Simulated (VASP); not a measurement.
# BaTiO3 (P4mm) in VASP: further runs

Runs on BaTiO3. Level: PBE. Tasks: single point.

Program: VASP 6.6.1. These are calculated values, not measurements. Logs are shortened: lines on timing, memory, paths and dates and some standing lists are left out, and cuts for length are marked.

### 1 The cell of the first run

Symmetry: P4mm, No. 99, tetragonal system. Conventional cell: a = 4.105 Å, b = 4.105 Å, c = 4.139 Å, α = 90.00°, β = 90.00°, γ = 90.00°. Ba (site symmetry 4mm) has 12 O at 2.82 to 3.01 Å and 8 Ti at 3.52 to 3.61 Å within 3.7 Å. Ti (site symmetry 4mm) has 6 O at 1.78 to 2.35 Å within 2.4 Å. Within 2.4 Å of O (site symmetry 4mm) lie 2 Ti at 1.78 to 2.35 Å. Within 2.7 Å of O (site symmetry 2mm) lie 2 Ti at 2.06 Å.

### 2 Single point, PBE (strain +0.030 along x and y, -0.015 along z)

INCAR reads:

```
  PREC = Accurate
  ENCUT = 520
  EDIFF = 1E-7
  ISMEAR = 0
  SIGMA = 0.05
  LREAL = False
  LASPH = True
  NELM = 80
  ALGO = Normal
  ISIF = 2
  LWAVE = False
  LCHARG = False
  GGA = PE
  NBANDS = 28
```

KPOINTS reads:

```
regular mesh
0
Gamma
  8 8 6
```

POSCAR reads:

```
BaTiO3
1.0
    4.1049142711      0.0000000000      0.0000000000
    0.0000000000      4.1049142711      0.0000000000
    0.0000000000      0.0000000000      4.1387801373
Ba Ti O
1 1 3
Direct
    0.0000000000      0.0000000000      0.9863187693
    0.5000000000      0.5000000000      0.4690806688
    0.5000000000      0.5000000000      0.0378497747
    0.5000000000      0.0000000000      0.5173753936
    0.0000000000      0.5000000000      0.5173753936
```

Potentials or basis: VASP PAW PBE potentials, release 64 (Ba_sv, Ti_sv, O).

Command:

```sh
$ cat potpaw_PBE.64/Ba_sv/POTCAR potpaw_PBE.64/Ti_sv/POTCAR potpaw_PBE.64/O/POTCAR > POTCAR
$ mpirun -np 1 vasp_std > vasp.out
```

OUTCAR:

```text
PREC = Accurate
   ENCUT = 520
   EDIFF = 1E-7
   ISMEAR = 0
   LREAL = False
   LASPH = True
   NELM = 80
   ISIF = 2
   GGA = PE

 ion  position               nearest neighbor table
   1  0.000  0.000  0.986-   4 2.82   5 2.82   5 2.82   4 2.82   3 2.91   3 2.91   3 2.91   3 2.91
                             4 3.01   5 3.01   5 3.01   4 3.01   2 3.52   2 3.52   2 3.52   2 3.52
   2  0.500  0.500  0.469-   3 1.78   4 2.06   5 2.06   4 2.06   5 2.06   3 2.35   1 3.52   1 3.52
                             1 3.52   1 3.52   1 3.61   1 3.61   1 3.61   1 3.61
   3  0.500  0.500  0.038-   2 1.78   2 2.35   1 2.91   1 2.91   1 2.91   1 2.91
   4  0.500  0.000  0.517-   2 2.06   2 2.06   1 2.82   1 2.82   1 3.01   1 3.01
   5  0.000  0.500  0.517-   2 2.06   2 2.06   1 2.82   1 2.82   1 3.01   1 3.01

  LATTYP: Found a simple tetragonal cell.
 ALAT       =     4.1049142711
 C/A-ratio  =     1.0082500788

  Lattice vectors:

 A1 = (   4.1049142711,   0.0000000000,   0.0000000000)
 A2 = (   0.0000000000,   4.1049142711,   0.0000000000)
 A3 = (   0.0000000000,   0.0000000000,   4.1387801373)

Analysis of symmetry for initial positions (statically):
=====================================================================
 Subroutine PRICEL returns:
 Original cell was already a primitive cell.

 Routine SETGRP: Setting up the symmetry group for a
 simple tetragonal supercell.

 Subroutine GETGRP returns: Found  8 space group operations
 (whereof  8 operations were pure point group operations)
 out of a pool of 16 trial point group operations.

The static configuration has the point symmetry C_4v.

Analysis of symmetry for dynamics (positions and initial velocities):
=====================================================================
 Subroutine PRICEL returns:
 Original cell was already a primitive cell.

 Routine SETGRP: Setting up the symmetry group for a
 simple tetragonal supercell.

 Subroutine GETGRP returns: Found  8 space group operations
 (whereof  8 operations were pure point group operations)
 out of a pool of 16 trial point group operations.

The dynamic configuration has the point symmetry C_4v.

 Subroutine INISYM returns: Found  8 space group operations
 (whereof  8 operations are pure point group operations),
 and found     1 'primitive' translations

----------------------------------------------------------------------------------------

                                     Primitive cell

  volume of cell :      69.7398

  direct lattice vectors                    reciprocal lattice vectors
     4.104914271  0.000000000  0.000000000     0.243610447  0.000000000  0.000000000
     0.000000000  4.104914271  0.000000000     0.000000000  0.243610447  0.000000000
     0.000000000  0.000000000  4.138780137     0.000000000  0.000000000  0.241617087

  length of vectors
     4.104914271  4.104914271  4.138780137     0.243610447  0.243610447  0.241617087

  position of ions in fractional coordinates (direct lattice)
     0.000000000  0.000000000  0.986318769
     0.500000000  0.500000000  0.469080669
     0.500000000  0.500000000  0.037849775
     0.500000000  0.000000000  0.517375394
     0.000000000  0.500000000  0.517375394

  ion indices of the primitive-cell ions
   primitive index   ion index
                 1           1
                 2           2
                 3           3
                 4           4
                 5           5

----------------------------------------------------------------------------------------

 KPOINTS: regular mesh

Automatic generation of k-mesh.
 Grid dimensions read from file:
 generate k-points for:    8    8    6

 Generating k-lattice:

  Cartesian coordinates                     Fractional coordinates (reciprocal lattice)
     0.030451306  0.000000000  0.000000000     0.125000000  0.000000000  0.000000000
     0.000000000  0.030451306  0.000000000     0.000000000  0.125000000  0.000000000
     0.000000000  0.000000000  0.040269514     0.000000000  0.000000000  0.166666667

  Length of vectors
     0.030451306  0.030451306  0.040269514

  Shift w.r.t. Gamma in fractional coordinates (k-lattice)
     0.000000000  0.000000000  0.000000000

 Subroutine IBZKPT returns following result:
 ===========================================

 Found     60 irreducible k-points:

 Following reciprocal coordinates:
            Coordinates               Weight
  0.000000  0.000000  0.000000      1.000000
  0.125000  0.000000  0.000000      4.000000
  0.250000  0.000000  0.000000      4.000000
  0.375000  0.000000  0.000000      4.000000
  0.500000  0.000000  0.000000      2.000000
  0.125000  0.125000  0.000000      4.000000
[... 16 lines left out ...]
  0.375000  0.125000  0.166667     16.000000
  0.500000  0.125000  0.166667      8.000000
 [... further k-points ...]
   k-points           NKPTS =     60   k-points in BZ     NKDIM =     60   number of bands    NBANDS=     28
   number of dos      NEDOS =    301   number of ions     NIONS =      5
   total plane-waves  NPLWV =  32768
   dimension x,y,z NGX =    32 NGY =   32 NGZ =   32
   dimension x,y,z NGXF=    64 NGYF=   64 NGZF=   64
   ions per type =               1   1   3
   NGX,Y,Z   is equivalent  to a cutoff of  12.96, 12.96, 12.85 a.u.
   NGXF,Y,Z  is equivalent  to a cutoff of  25.92, 25.92, 25.71 a.u.
 SYSTEM =  unknown system
   PREC   = accura    normal or accurate (medium, high low for compatibility)
   ISTART =      0    job   : 0-new  1-cont  2-samecut
   ICHARG =      2    charge: 1-file 2-atom 10-const
   ISPIN  =      1    spin polarized calculation?
   LNONCOLLINEAR =      F non collinear calculations
   LSORBIT =      F    spin-orbit coupling
   LASPH  =      T    aspherical Exc in radial PAW
   ENCUT  =  520.0 eV  38.22 Ry    6.18 a.u.   7.63  7.63  7.70*2*pi/ulx,y,z
   NELM   =     80;   NELMIN=  2; NELMDL= -5     # of ELM steps
   EDIFF  = 0.1E-06   stopping-criterion for ELM
   LREAL  =      F    real-space projection
   EDIFFG = 0.1E-05   stopping-criterion for IOM
   NSW    =      0    number of steps for IOM
   IBRION =     -1    ionic relax: 0-MD 1-quasi-New 2-CG
   NFREE  =      0    steps in history (QN), initial steepest desc. (CG)
   ISIF   =      2    stress and relaxation
   ISYM   =      2    0-nonsym 1-usesym 2-fastsym
   POTIM  = 0.5000    time-step for ionic-motion
   TEBEG  =    0.0;   TEEND  =   0.0 temperature during run
   PSTRESS=    0.0 pullay stress
   NELECT =      40.0000    total number of electrons
   NUPDOWN=      -1.0000    fix difference up-down
   EMIN   =  10.00;   EMAX   =-10.00  energy-range for DOS
   EFERMI =   0.00;   METHOD = LEGACY
   ISMEAR =     0;   SIGMA  =   0.05  broadening in eV -4-tet -1-fermi 0-gaus
   EFERMI_NEDOS =   21; number of points for ismear=-14 and -15
   IALGO  =     38    algorithm
   IMIX   =      4    mixing-type and parameters
     AMIX     =   0.40;   BMIX     =  1.00
     AMIX_MAG =   1.60;   BMIX_MAG =  1.00
  volume/ion in A,a.u.               =      13.95        94.13
  Fermi-wavevector in a.u.,A,eV,Ry     =   1.360195  2.570397 25.172569  1.850132
  Thomas-Fermi vector in A             =   2.486878
   LORBIT       =      0    0 simple, 1 ext, 2 COOP (PROOUT), +10 PAW based schemes
   GGA     = PE    functional components
   LHFCALC =     F    Hartree Fock is set to
   AEXX    =    0.0000 exact exchange contribution
   IVDW    =     0    specifies the selected vdW correction
   LEPSILON=     F    determine dielectric tensor
   LRPA    =     F    only Hartree local field effects (RPA)
 non-spin polarized calculation
 Gauss-broadening in eV      SIGMA  =   0.05
  energy-cutoff  :      520.00
  volume of cell :       69.74
 maximum number of plane-waves:      1900
 NGX is ok and might be reduce to    32
   NGX = 15   NGY = 15   NGZ = 15

 number of electron      40.0000022 magnetization

 Free energy of the ion-electron system (eV)
  ---------------------------------------------------
  ext. energy  EPLUGINS =         0.00000000
  ---------------------------------------------------
  free energy    TOTEN  =       -39.96394379 eV

  energy without entropy =      -39.96394379  energy(sigma->0) =      -39.96394379

 E-fermi :   3.6786     XC(G=0): -10.7957

 val. band max:        3.3569215391   @ k =   0.5000   0.5000   0.5000
 cond. band min:       5.0719229238   @ k =   0.0000   0.0000   0.0000
 fundamental gap:      1.7150013847
 Fermi energy:         3.6785934778

 k-point     1 :       0.0000    0.0000    0.0000
  band No.  band energies     occupation
      1     -53.3985      2.00000
      2     -29.7361      2.00000
      3     -29.5719      2.00000
      4     -29.5719      2.00000
      5     -21.8702      2.00000
      6     -13.5558      2.00000
[... 20 lines left out ...]
     27       8.2290      0.00000
     28       9.6396      0.00000

 k-point     2 :       0.1250    0.0000    0.0000
  band No.  band energies     occupation
      1     -53.3984      2.00000
      2     -29.7359      2.00000
      3     -29.5771      2.00000
      4     -29.5717      2.00000
      5     -21.8591      2.00000
      6     -13.5699      2.00000
[... 20 lines left out ...]
     27       8.4865      0.00000
     28       9.9932      0.00000

 k-point     3 :       0.2500    0.0000    0.0000
  band No.  band energies     occupation
      1     -53.3982      2.00000
      2     -29.7354      2.00000
      3     -29.5896      2.00000
      4     -29.5712      2.00000
      5     -21.8320      2.00000
      6     -13.6192      2.00000
[... 20 lines left out ...]
     27       9.1406      0.00000
     28      10.9544      0.00000

 k-point     4 :       0.3750    0.0000    0.0000
  band No.  band energies     occupation
      1     -53.3980      2.00000
      2     -29.7349      2.00000
      3     -29.6021      2.00000
      4     -29.5708      2.00000
      5     -21.8047      2.00000
      6     -13.6848      2.00000
[... 20 lines left out ...]
     27       9.9375      0.00000
     28      11.1314      0.00000

 k-point     5 :       0.5000    0.0000    0.0000
  band No.  band energies     occupation
      1     -53.3979      2.00000
      2     -29.7346      2.00000
      3     -29.6073      2.00000
      4     -29.5706      2.00000
      5     -21.7932      2.00000
      6     -13.7155      2.00000
[... 20 lines left out ...]
     27      10.3263      0.00000
     28      11.1028      0.00000

 k-point     6 :       0.1250    0.1250    0.0000
  band No.  band energies     occupation
      1     -53.3983      2.00000
      2     -29.7356      2.00000
      3     -29.5770      2.00000
      4     -29.5768      2.00000
      5     -21.8485      2.00000
      6     -13.5749      2.00000
[... 463 lines left out ...]
      5     -21.8325      2.00000
      6     -13.4976      2.00000
[... 20 lines left out ...]
     27       9.1162      0.00000
     28      10.5200      0.00000

 k-point    22 :       0.2500    0.1250    0.1667
  band No.  band energies     occupation
      1     -53.3980      2.00000
      2     -29.7435      2.00000
      3     -29.5890      2.00000
      4     -29.5761      2.00000
      5     -21.8084      2.00000
      6     -13.5102      2.00000
[... 20 lines left out ...]
     27       9.7074      0.00000
     28      10.8368      0.00000

 k-point    23 :       0.3750    0.1250    0.1667
  band No.  band energies     occupation
      1     -53.3977      2.00000
      2     -29.7429      2.00000
      3     -29.6014      2.00000
      4     -29.5756      2.00000
      5     -21.7840      2.00000
      6     -13.5434      2.00000
[... 20 lines left out ...]
     27      10.4507      0.00000
     28      11.3072      0.00000

 k-point    24 :       0.5000    0.1250    0.1667
  band No.  band energies     occupation
      1     -53.3976      2.00000
      2     -29.7427      2.00000
      3     -29.6065      2.00000
      4     -29.5754      2.00000
      5     -21.7739      2.00000
      6     -13.5618      2.00000
[... 20 lines left out ...]
     27      10.7656      0.00000
     28      11.4864      0.00000

 [... further k-points ...]

------------------------ aborting loop because EDIFF is reached ----------------------------------------

  FORCE on cell =-STRESS in cart. coord.  units (eV):
  Direction    XX          YY          ZZ          XY          YZ          ZX
  --------------------------------------------------------------------------------------
  -------------------------------------------------------------------------------------
  Total       -3.0178046     -3.0178046      0.0698297      0.0000000      0.0000000      0.0000000
  in kB      -69.3299938    -69.3299938      1.6042437      0.0000000      0.0000000      0.0000000
  external PRESSURE =     -45.6852480 kB  Pullay stress =       0.0000000 kB

 VOLUME and BASIS-vectors are now :
 -----------------------------------------------------------------------------
  energy-cutoff  :      520.00
  volume of cell :       69.74
      direct lattice vectors                 reciprocal lattice vectors
     4.104914271  0.000000000  0.000000000     0.243610447  0.000000000  0.000000000
     0.000000000  4.104914271  0.000000000     0.000000000  0.243610447  0.000000000
     0.000000000  0.000000000  4.138780137     0.000000000  0.000000000  0.241617087

 POSITION                                       TOTAL-FORCE (eV/Angst)
 -----------------------------------------------------------------------------------
      0.00000      0.00000      4.08216         0.000000      0.000000      0.034800
      2.05246      2.05246      1.94142         0.000000     -0.000000      0.410791
      2.05246      2.05246      0.15665         0.000000     -0.000000     -0.302867
      2.05246      0.00000      2.14130         0.000000     -0.000000     -0.071362
      0.00000      2.05246      2.14130        -0.000000     -0.000000     -0.071362
 -----------------------------------------------------------------------------------
    total drift:                                0.000000     -0.000000     -0.000332

  FREE ENERGIE OF THE ION-ELECTRON SYSTEM (eV)
  ---------------------------------------------------
  free  energy   TOTEN  =       -39.9639437902 eV

  energy  without entropy=      -39.9639437902  energy(sigma->0) =      -39.96394379
```

Wall time 1.7 min (1 thread of Intel Xeon Platinum 8259CL at 2.50GHz (Skylake/Cascade Lake), shared host); peak memory 0.25 GiB.

Results:

- Free energy: -39.9639 eV
- Pressure: -4.6 GPa
- Largest force: 0.411 eV/Å
- Band gap on the k mesh: 1.72 eV, indirect (least direct gap 2.20 eV)

Forces on the atoms (eV/Å):
```
Ba   0.000  0.000  0.035
Ti   0.000  0.000  0.411
O    0.000  0.000 -0.303
O    0.000  0.000 -0.071
O    0.000  0.000 -0.071
```

Caveat: the cell differs from its parent crystal (strain +0.030 along x and y, -0.015 along z); spin-orbit coupling is left out, which moves the levels of the heavy elements.

(Continued in part 2 of 2.)
